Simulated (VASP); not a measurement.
A run of VASP 6.6.1 is set up as follows.

The input INCAR:

```
  PREC = Accurate
  ENCUT = 520
  EDIFF = 1E-6
  ISMEAR = 0
  SIGMA = 0.1
  LREAL = False
  LASPH = True
  NELM = 60
  ALGO = Normal
  ISIF = 2
  LWAVE = False
  LCHARG = True
  GGA = PE
  LELF = True
  LVHAR = True
  NBANDS = 41
```

File KPOINTS:

```
Automatic mesh
0
Gamma
  8 8 4
```

File POSCAR:

```
AlIn3Sb4
1.0
    4.6139793000      0.0000000000      0.0000000000
    0.0000000000      4.6139793000      0.0000000000
    0.0000000000      0.0000000000     13.0736708000
Al In Sb
1 3 4
Direct
    0.5000000000      0.5000000000      0.0000000000
    0.0000000000      0.0000000000      0.7576940000
    0.0000000000      0.0000000000      0.2423060000
    0.5000000000      0.5000000000      0.5000000000
    0.5000000000      0.0000000000      0.8875770000
    0.0000000000      0.5000000000      0.1124230000
    0.5000000000      0.0000000000      0.3710950000
    0.0000000000      0.5000000000      0.6289050000
```

Potentials or basis: VASP PAW PBE potentials, release 64 (Al, In_d, Sb).

Command:

```sh
$ cat potpaw_PBE.64/Al/POTCAR potpaw_PBE.64/In_d/POTCAR potpaw_PBE.64/Sb/POTCAR > POTCAR
$ mpirun -np 1 vasp_std > vasp.out
```

Task: Predict the largest force.

Result: 0.016 eV/Å.

Task: What does it give for the pressure?

Result: 0.0 GPa.

Task: What does it give for the band gap on the k mesh?

Result: Zero (filled and empty bands touch).

Forces on the atoms (eV/Å):
```
Al   0.000  0.000  0.000
In   0.000  0.000 -0.001
In   0.000  0.000  0.001
In   0.000  0.000  0.000
Sb   0.000  0.000 -0.016
Sb   0.000  0.000  0.016
Sb   0.000  0.000  0.000
Sb   0.000  0.000  0.000
```

Caveat: semilocal functionals underestimate gaps, so a narrow gap can read as zero; spin-orbit coupling is left out, which moves the levels of the heavy elements.
